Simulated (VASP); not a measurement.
# CdF2 in VASP: further runs

Aim: see how the results for CdF2 move with the level of theory and the settings. Levels: r2SCAN, PBE. Tasks: single point.

All numbers are computed with VASP 6.6.1; they aren't measurements. Logs are shortened: lines on timing, memory, paths and dates and some standing lists are left out, and cuts for length are marked.

### Step 1. The cell of the first run

The structure is cubic, space group Fm-3m (No. 225). The conventional cell has a = 5.091 Å, b = 5.091 Å, c = 5.091 Å, α = 90.00°, β = 90.00°, γ = 90.00°. Cd (site symmetry m-3m) has 8 F at 2.20 Å within 2.9 Å. Within 2.9 Å of F (site symmetry -43m) lie 4 Cd at 2.20 Å and 6 F at 2.55 Å.

### Step 2. Single point, r2SCAN (strain -5.5%)

Contents of POSCAR:

```
CdF2
1.0
    0.0000000000      2.5454590730      2.5454590730
    2.5454590730      0.0000000000      2.5454590730
    2.5454590730      2.5454590730      0.0000000000
Cd F
1 2
Direct
    0.0000000000      0.0000000000      0.0000000000
    0.2500000000      0.2500000000      0.2500000000
    0.7500000000      0.7500000000      0.7500000000
```

Contents of INCAR.step1:

```
  PREC = Accurate
  ENCUT = 770
  ISMEAR = 0
  SIGMA = 0.01
  LREAL = F
  LASPH = T
  NELM = 120
  NBANDS = 24
  GGA = PE
  ALGO = Normal
  EDIFF = 1E-5
  LWAVE = T
  LCHARG = F
  GGA_COMPAT = F
```

Contents of INCAR.step2:

```
  PREC = Accurate
  ENCUT = 770
  EDIFF = 1E-6
  ISMEAR = 0
  SIGMA = 0.01
  LREAL = F
  LASPH = T
  NELM = 120
  ALGO = Normal
  ISIF = 2
  LWAVE = F
  LCHARG = T
  METAGGA = R2SCAN
  LMIXTAU = T
  LELF = T
  LVHAR = T
  NBANDS = 24
  ISTART = 1
  GGA_COMPAT = F
```

Contents of KPOINTS:

```
Automatic mesh
0
Gamma
  8 8 8
```

Potentials or basis: VASP PAW PBE potentials, release 64 (Cd_sv_GW, F).

On the command line:

```bash
> cat potpaw_PBE.64/Cd_sv_GW/POTCAR potpaw_PBE.64/F/POTCAR > POTCAR
> cp INCAR.step1 INCAR
> mpirun -np 1 vasp_std > vasp.out
> cp INCAR.step2 INCAR
> mpirun -np 1 vasp_std > vasp.out
```

OUTCAR:

```text
PREC = Accurate
   ENCUT = 770
   EDIFF = 1E-6
   ISMEAR = 0
   LREAL = F
   LASPH = T
   NELM = 120
   ISIF = 2
   METAGGA = R2SCAN
   ISTART = 1

 ion  position               nearest neighbor table
   1  0.000  0.000  0.000-   3 2.20   3 2.20   3 2.20   2 2.20   3 2.20   2 2.20   2 2.20   2 2.20

   2  0.250  0.250  0.250-   1 2.20   1 2.20   1 2.20   1 2.20
   3  0.750  0.750  0.750-   1 2.20   1 2.20   1 2.20   1 2.20

  LATTYP: Found a face centered cubic cell.
 ALAT       =     5.0909181460

  Lattice vectors:

 A1 = (   0.0000000000,   2.5454590730,   2.5454590730)
 A2 = (   2.5454590730,   0.0000000000,   2.5454590730)
 A3 = (   2.5454590730,   2.5454590730,   0.0000000000)

Analysis of symmetry for initial positions (statically):
=====================================================================
 Subroutine PRICEL returns:
 Original cell was already a primitive cell.

 Routine SETGRP: Setting up the symmetry group for a
 face centered cubic supercell.

 Subroutine GETGRP returns: Found 48 space group operations
 (whereof 48 operations were pure point group operations)
 out of a pool of 48 trial point group operations.

The static configuration has the point symmetry O_h .

Analysis of symmetry for dynamics (positions and initial velocities):
=====================================================================
 Subroutine PRICEL returns:
 Original cell was already a primitive cell.

 Routine SETGRP: Setting up the symmetry group for a
 face centered cubic supercell.

 Subroutine GETGRP returns: Found 48 space group operations
 (whereof 48 operations were pure point group operations)
 out of a pool of 48 trial point group operations.

The dynamic configuration has the point symmetry O_h .

 Subroutine INISYM returns: Found 48 space group operations
 (whereof 48 operations are pure point group operations),
 and found     1 'primitive' translations

----------------------------------------------------------------------------------------

                                     Primitive cell

  volume of cell :      32.9859

  direct lattice vectors                    reciprocal lattice vectors
     0.000000000  2.545459073  2.545459073    -0.196428222  0.196428222  0.196428222
     2.545459073  0.000000000  2.545459073     0.196428222 -0.196428222  0.196428222
     2.545459073  2.545459073  0.000000000     0.196428222  0.196428222 -0.196428222

  length of vectors
     3.599822744  3.599822744  3.599822744     0.340223661  0.340223661  0.340223661

  position of ions in fractional coordinates (direct lattice)
     0.000000000  0.000000000  0.000000000
     0.250000000  0.250000000  0.250000000
     0.750000000  0.750000000  0.750000000

  ion indices of the primitive-cell ions
   primitive index   ion index
                 1           1
                 2           2
                 3           3

----------------------------------------------------------------------------------------

 KPOINTS: Automatic mesh

Automatic generation of k-mesh.
 Grid dimensions read from file:
 generate k-points for:    8    8    8

 Generating k-lattice:

  Cartesian coordinates                     Fractional coordinates (reciprocal lattice)
    -0.024553528  0.024553528  0.024553528     0.125000000  0.000000000  0.000000000
     0.024553528 -0.024553528  0.024553528     0.000000000  0.125000000  0.000000000
     0.024553528  0.024553528 -0.024553528     0.000000000  0.000000000  0.125000000

  Length of vectors
     0.042527958  0.042527958  0.042527958

  Shift w.r.t. Gamma in fractional coordinates (k-lattice)
     0.000000000  0.000000000  0.000000000

 Subroutine IBZKPT returns following result:
 ===========================================

 Found     29 irreducible k-points:

 Following reciprocal coordinates:
            Coordinates               Weight
  0.000000  0.000000  0.000000      1.000000
  0.125000  0.000000  0.000000      8.000000
  0.250000  0.000000  0.000000      8.000000
  0.375000  0.000000  0.000000      8.000000
  0.500000  0.000000  0.000000      4.000000
  0.125000  0.125000  0.000000      6.000000
[... 16 lines left out ...]
  0.500000  0.250000  0.125000     48.000000
 -0.375000  0.250000  0.125000     24.000000
 [... further k-points ...]
   k-points           NKPTS =     29   k-points in BZ     NKDIM =     29   number of bands    NBANDS=     24
   number of dos      NEDOS =    301   number of ions     NIONS =      3
   total plane-waves  NPLWV =  46656
   dimension x,y,z NGX =    36 NGY =   36 NGZ =   36
   dimension x,y,z NGXF=    72 NGYF=   72 NGZF=   72
   ions per type =               1   2
   NGX,Y,Z   is equivalent  to a cutoff of  16.63, 16.63, 16.63 a.u.
   NGXF,Y,Z  is equivalent  to a cutoff of  33.25, 33.25, 33.25 a.u.
 SYSTEM =  unknown system
   PREC   = accura    normal or accurate (medium, high low for compatibility)
   ISTART =      1    job   : 0-new  1-cont  2-samecut
   ICHARG =      0    charge: 1-file 2-atom 10-const
   ISPIN  =      1    spin polarized calculation?
   LNONCOLLINEAR =      F non collinear calculations
   LSORBIT =      F    spin-orbit coupling
   LASPH  =      T    aspherical Exc in radial PAW
   ENCUT  =  770.0 eV  56.59 Ry    7.52 a.u.   8.14  8.14  8.14*2*pi/ulx,y,z
   NELM   =    120;   NELMIN=  2; NELMDL=  0     # of ELM steps
   EDIFF  = 0.1E-05   stopping-criterion for ELM
   LREAL  =      F    real-space projection
   EDIFFG = 0.1E-04   stopping-criterion for IOM
   NSW    =      0    number of steps for IOM
   IBRION =     -1    ionic relax: 0-MD 1-quasi-New 2-CG
   NFREE  =      0    steps in history (QN), initial steepest desc. (CG)
   ISIF   =      2    stress and relaxation
   ISYM   =      2    0-nonsym 1-usesym 2-fastsym
   POTIM  = 0.5000    time-step for ionic-motion
   TEBEG  =    0.0;   TEEND  =   0.0 temperature during run
   PSTRESS=    0.0 pullay stress
   NELECT =      34.0000    total number of electrons
   NUPDOWN=      -1.0000    fix difference up-down
   EMIN   =  10.00;   EMAX   =-10.00  energy-range for DOS
   EFERMI =   0.00;   METHOD = LEGACY
   ISMEAR =     0;   SIGMA  =   0.01  broadening in eV -4-tet -1-fermi 0-gaus
   EFERMI_NEDOS =   21; number of points for ismear=-14 and -15
   IALGO  =     38    algorithm
   IMIX   =      4    mixing-type and parameters
     AMIX     =   0.40;   BMIX     =  1.00
     AMIX_MAG =   1.60;   BMIX_MAG =  1.00
  volume/ion in A,a.u.               =      11.00        74.20
  Fermi-wavevector in a.u.,A,eV,Ry     =   1.653706  3.125052 37.208453  2.734744
  Thomas-Fermi vector in A             =   2.742099
   LORBIT       =      0    0 simple, 1 ext, 2 COOP (PROOUT), +10 PAW based schemes
   METAGGA = R2SCAN    functional components
   LHFCALC =     F    Hartree Fock is set to
   AEXX    =    0.0000 exact exchange contribution
   IVDW    =     0    specifies the selected vdW correction
   LEPSILON=     F    determine dielectric tensor
   LRPA    =     F    only Hartree local field effects (RPA)
 non-spin polarized calculation
 Gauss-broadening in eV      SIGMA  =   0.01
  energy-cutoff  :      770.00
  volume of cell :       32.99
 maximum number of plane-waves:      1639
 NGX is ok and might be reduce to    36
   NGX = 17   NGY = 17   NGZ = 17

 number of electron      34.0000000 magnetization

 Free energy of the ion-electron system (eV)
  ---------------------------------------------------
  ext. energy  EPLUGINS =         0.00000000
  ---------------------------------------------------
  free energy    TOTEN  =       -33.37531230 eV

  energy without entropy =      -33.37531230  energy(sigma->0) =      -33.37531230

 E-fermi :   2.0119     XC(G=0): -12.2618

 val. band max:        1.9017335731   @ k =  -0.2500   0.5000   0.2500
 cond. band min:       6.3234679963   @ k =   0.0000   0.0000   0.0000
 fundamental gap:      4.4217344232
 Fermi energy:         2.0119095645

 k-point     1 :       0.0000    0.0000    0.0000
  band No.  band energies     occupation
      1     -98.8265      2.00000
      2     -59.0481      2.00000
      3     -59.0481      2.00000
      4     -59.0481      2.00000
      5     -21.1646      2.00000
      6     -19.5618      2.00000
[... 16 lines left out ...]
     23      24.1064      0.00000
     24      24.1064      0.00000

 k-point     2 :       0.1250    0.0000    0.0000
  band No.  band energies     occupation
      1     -98.8263      2.00000
      2     -59.0489      2.00000
      3     -59.0481      2.00000
      4     -59.0481      2.00000
      5     -21.0926      2.00000
      6     -19.6296      2.00000
[... 16 lines left out ...]
     23      23.7186      0.00000
     24      23.7186      0.00000

 k-point     3 :       0.2500    0.0000    0.0000
  band No.  band energies     occupation
      1     -98.8262      2.00000
      2     -59.0514      2.00000
      3     -59.0485      2.00000
      4     -59.0485      2.00000
      5     -20.8978      2.00000
      6     -19.8096      2.00000
[... 16 lines left out ...]
     23      23.0194      0.00000
     24      24.1904      0.00000

 k-point     4 :       0.3750    0.0000    0.0000
  band No.  band energies     occupation
      1     -98.8262      2.00000
      2     -59.0538      2.00000
      3     -59.0489      2.00000
      4     -59.0489      2.00000
      5     -20.6332      2.00000
      6     -20.0527      2.00000
[... 16 lines left out ...]
     23      22.4350      0.00000
     24      23.5369      0.00000

 k-point     5 :       0.5000    0.0000    0.0000
  band No.  band energies     occupation
      1     -98.8261      2.00000
      2     -59.0547      2.00000
      3     -59.0490      2.00000
      4     -59.0490      2.00000
      5     -20.4035      2.00000
      6     -20.2714      2.00000
[... 16 lines left out ...]
     23      22.1626      0.00000
     24      23.0310      0.00000

 k-point     6 :       0.1250    0.1250    0.0000
  band No.  band energies     occupation
      1     -98.8263      2.00000
      2     -59.0490      2.00000
      3     -59.0484      2.00000
      4     -59.0484      2.00000
      5     -21.0701      2.00000
      6     -19.6494      2.00000
[... 16 lines left out ...]
     23      23.8620      0.00000
     24      24.1543      0.00000
[... 379 lines left out ...]
 k-point    21 :       0.5000    0.5000    0.0000
  band No.  band energies     occupation
      1     -98.8260      2.00000
      2     -59.0548      2.00000
      3     -59.0504      2.00000
      4     -59.0504      2.00000
      5     -20.4729      2.00000
      6     -20.1221      2.00000
[... 16 lines left out ...]
     23      24.2827      0.00000
     24      24.5735      0.00000

 k-point    22 :       0.3750    0.2500    0.1250
  band No.  band energies     occupation
      1     -98.8262      2.00000
      2     -59.0521      2.00000
      3     -59.0497      2.00000
      4     -59.0489      2.00000
      5     -20.7594      2.00000
      6     -19.9220      2.00000
[... 16 lines left out ...]
     23      23.5582      0.00000
     24      26.8288      0.00000

 k-point    23 :       0.5000    0.2500    0.1250
  band No.  band energies     occupation
      1     -98.8261      2.00000
      2     -59.0533      2.00000
      3     -59.0506      2.00000
      4     -59.0494      2.00000
      5     -20.5453      2.00000
      6     -20.1077      2.00000
[... 16 lines left out ...]
     23      22.9764      0.00000
     24      26.2445      0.00000

 k-point    24 :      -0.3750    0.2500    0.1250
  band No.  band energies     occupation
      1     -98.8261      2.00000
      2     -59.0538      2.00000
      3     -59.0508      2.00000
      4     -59.0496      2.00000
      5     -20.3530      2.00000
      6     -20.2866      2.00000
[... 16 lines left out ...]
     23      22.6757      0.00000
     24      26.1654      0.00000

 [... further k-points ...]

------------------------ aborting loop because EDIFF is reached ----------------------------------------

  FORCE on cell =-STRESS in cart. coord.  units (eV):
  Direction    XX          YY          ZZ          XY          YZ          ZX
  --------------------------------------------------------------------------------------
  -------------------------------------------------------------------------------------
  Total        5.8591169      5.8591169      5.8591169      0.0000000     -0.0000000      0.0000000
  in kB      284.5865628    284.5865628    284.5865628      0.0000000     -0.0000000      0.0000000
  external PRESSURE =     284.5865628 kB  Pullay stress =       0.0000000 kB

 VOLUME and BASIS-vectors are now :
 -----------------------------------------------------------------------------
  energy-cutoff  :      770.00
  volume of cell :       32.99
      direct lattice vectors                 reciprocal lattice vectors
     0.000000000  2.545459073  2.545459073    -0.196428222  0.196428222  0.196428222
     2.545459073  0.000000000  2.545459073     0.196428222 -0.196428222  0.196428222
     2.545459073  2.545459073  0.000000000     0.196428222  0.196428222 -0.196428222

 POSITION                                       TOTAL-FORCE (eV/Angst)
 -----------------------------------------------------------------------------------
      0.00000      0.00000      0.00000        -0.000000     -0.000000     -0.000000
      1.27273      1.27273      1.27273         0.000000      0.000000     -0.000000
      3.81819      3.81819      3.81819        -0.000000     -0.000000      0.000000
 -----------------------------------------------------------------------------------
    total drift:                               -0.000000      0.000000      0.000000

  FREE ENERGIE OF THE ION-ELECTRON SYSTEM (eV)
  ---------------------------------------------------
  free  energy   TOTEN  =       -33.3753123033 eV

  energy  without entropy=      -33.3753123033  energy(sigma->0) =      -33.37531230
```

Wall time 2.1 min (1 thread of Intel Xeon Platinum 8488C (Sapphire Rapids), shared host); peak memory 0.24 GiB.

Results:

```
Free energy            : -33.3753 eV
Pressure               : 28.5 GPa
Band gap on the k mesh : 4.42 eV (least direct gap 4.66 eV)
```

Caveat: the cell differs from its parent crystal (strain -5.5%); the cell stands under pressure; the PAW data sets were made with another functional, which shifts forces and pressure a little. A k mesh can miss the band edges.

### Step 3. Single point, PBE (uniaxial z strain +5.0%)

Contents of INCAR:

```
PREC = Accurate
ENCUT = 700
EDIFF = 1E-6
ISMEAR = -1
SIGMA = 0.02
LREAL = F
LASPH = T
NELM = 120
ALGO = Normal
ISIF = 2
LWAVE = F
LCHARG = T
GGA = PE
LELF = T
LVHAR = T
NBANDS = 24
GGA_COMPAT = F
```

Contents of KPOINTS:

```
regular mesh
0
Gamma
  8 8 8
```

Contents of POSCAR:

```
CdF2
1.0
    0.0000000000      2.6941776810      2.8291559829
    2.6941776810      0.0000000000      2.8291559829
    2.6941776810      2.6941776810      0.0000000000
Cd F
1 2
Direct
    0.0000000000      0.0000000000      0.0000000000
    0.2500000000      0.2500000000      0.2500000000
    0.7500000000      0.7500000000      0.7500000000
```

Potentials or basis: VASP PAW PBE potentials, release 64 (Cd_sv_GW, F).

On the command line:

```bash
> cat potpaw_PBE.64/Cd_sv_GW/POTCAR potpaw_PBE.64/F/POTCAR > POTCAR
> mpirun -np 1 vasp_std > vasp.out
```

OUTCAR:

```text
PREC = Accurate
   ENCUT = 700
   EDIFF = 1E-6
   ISMEAR = -1
   LREAL = F
   LASPH = T
   NELM = 120
   ISIF = 2
   GGA = PE

 ion  position               nearest neighbor table
   1  0.000  0.000  0.000-
   2  0.250  0.250  0.250-
   3  0.750  0.750  0.750-

  LATTYP: Found a body centered tetragonal cell.
 ALAT       =     3.8101426159
 C/A-ratio  =     1.4850656619

  Lattice vectors:

 A1 = (  -2.6941776810,   0.0000000000,   2.8291559829)
 A2 = (   2.6941776810,   0.0000000000,   2.8291559829)
 A3 = (   0.0000000000,   2.6941776810,  -2.8291559829)

Analysis of symmetry for initial positions (statically):
=====================================================================
 Subroutine PRICEL returns:
 Original cell was already a primitive cell.

 Routine SETGRP: Setting up the symmetry group for a
 body centered tetragonal supercell.

 Subroutine GETGRP returns: Found 16 space group operations
 (whereof 16 operations were pure point group operations)
 out of a pool of 16 trial point group operations.
[... 161 lines left out ...]
  free energy    TOTEN  =       -10.99444119 eV

  energy without entropy =      -10.99444119  energy(sigma->0) =      -10.99444119

 E-fermi :   0.6381     XC(G=0): -10.2844

 val. band max:        0.2523752268   @ k =  -0.2500   0.2500   0.5000
 cond. band min:       3.0878467972   @ k =   0.0000   0.0000   0.0000
 fundamental gap:      2.8354715703
 Fermi energy:         0.6380572012

 k-point     1 :       0.0000    0.0000    0.0000
  band No.  band energies     occupation
      1     -98.3479      2.00000
      2     -59.4462      2.00000
      3     -59.4462      2.00000
      4     -59.4261      2.00000
      5     -20.3379      2.00000
      6     -19.3578      2.00000
[... 637 lines left out ...]
     23      18.8279      0.00000
     24      20.6542      0.00000

 [... further k-points ...]

------------------------ aborting loop because EDIFF is reached ----------------------------------------

  FORCE on cell =-STRESS in cart. coord.  units (eV):
  Direction    XX          YY          ZZ          XY          YZ          ZX
  --------------------------------------------------------------------------------------
  -------------------------------------------------------------------------------------
  Total        0.3847906      0.3847906     -0.9367755      0.0000000     -0.0000000      0.0000000
  in kB       15.0105180     15.0105180    -36.5432157      0.0000000     -0.0000000      0.0000000
  external PRESSURE =      -2.1740599 kB  Pullay stress =       0.0000000 kB

 VOLUME and BASIS-vectors are now :
 -----------------------------------------------------------------------------
  energy-cutoff  :      700.00
  volume of cell :       41.07
      direct lattice vectors                 reciprocal lattice vectors
     0.000000000  2.694177681  2.829155983    -0.185585384  0.185585384  0.176731153
     2.694177681  0.000000000  2.829155983     0.185585384 -0.185585384  0.176731153
     2.694177681  2.694177681  0.000000000     0.185585384  0.185585384 -0.176731153

 POSITION                                       TOTAL-FORCE (eV/Angst)
 -----------------------------------------------------------------------------------
      0.00000      0.00000      0.00000         0.000000     -0.000000     -0.000000
      1.34709      1.34709      1.41458        -0.000000     -0.000000      0.000000
      4.04127      4.04127      4.24373         0.000000      0.000000     -0.000000
 -----------------------------------------------------------------------------------
    total drift:                               -0.000000      0.000000      0.000000

  FREE ENERGIE OF THE ION-ELECTRON SYSTEM (eV)
  ---------------------------------------------------
  free  energy   TOTEN  =       -10.9944411887 eV

  energy  without entropy=      -10.9944411887  energy(sigma->0) =      -10.99444119
```

stdout:

```text
POSCAR found type information on POSCAR CdF
 POSCAR found :  2 types and       3 ions
 scaLAPACK will be used
 LDA part: xc-table for (Slater+PW92), standard interpolation
 POSCAR, INCAR and KPOINTS ok, starting setup
 FFT: planning ... GRIDC
 FFT: planning ... GRID_SOFT
 FFT: planning ... GRID
 WAVECAR not read
 entering main loop
```

It took 60 s on 1 thread of Intel Xeon 6975P-C (Granite Rapids), shared host; peak memory 0.26 GiB.

Results:

```yaml
Free_energy: -10.9944 eV
Pressure: -0.2 GPa
Band_gap_on_the_k_mesh: 2.84 eV (least direct gap 3.37 eV)
```

Caveat: the cell differs from its parent crystal (uniaxial z strain +5.0%); the stress differs along the axes, from -4 to 2 GPa. A k mesh can miss the band edges.
